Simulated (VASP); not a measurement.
Here is a VASP 6.6.1 calculation.

Contents of INCAR:

```
SYSTEM = Mg
PREC = Accurate ; ENCUT = 600
EDIFF = 1E-6 ; ISMEAR = -1
SIGMA = 0.08 ; LREAL = .FALSE.
LASPH = .TRUE. ; NELM = 100
ALGO = Normal ; ISIF = 3
LWAVE = .FALSE. ; LCHARG = .FALSE.
GGA = PE ; IBRION = 2
NSW = 60 ; EDIFFG = -0.005
PSTRESS = -3.1
```

The input KPOINTS:

```
regular mesh
0
G
  13 13 13
  0 0 0
```

The input POSCAR:

```
Mg
1.0
    2.9331598683      0.0000000000      0.0000000000
    0.0000000000      2.9331598683      0.0000000000
    0.0000000000      0.0000000000      2.9331598683
Mg
1
Direct
    0.0000000000      0.0000000000      0.0000000000
```

Potentials or basis: VASP PAW PBE potentials, release 64 (Mg).

Command:

```console
$ cat potpaw_PBE.64/Mg/POTCAR > POTCAR
$ mpirun -np 1 vasp_std > vasp.out
```

Predict the space group after relaxing (to 0.05 Å).

Pm-3m (No. 221).

What does it give for the band gap on the k mesh?

Zero (band 1 reaches 5.22 eV, above the bottom of band 2 at 0.18 eV).

The path:
```
step  energy change (eV)  largest force (eV/Å)  pressure (GPa)  volume (Å³)
   1              0.0000                0.0000            2.39        25.24
   2             -0.0146                0.0000            0.66        26.82
   3             -0.0151                0.0000           -0.49        28.20
   4             -0.0157                0.0000           -0.32        27.97
```

Caveat: the cell is relaxed towards a set pressure, so the enthalpy falls and the energy may rise.
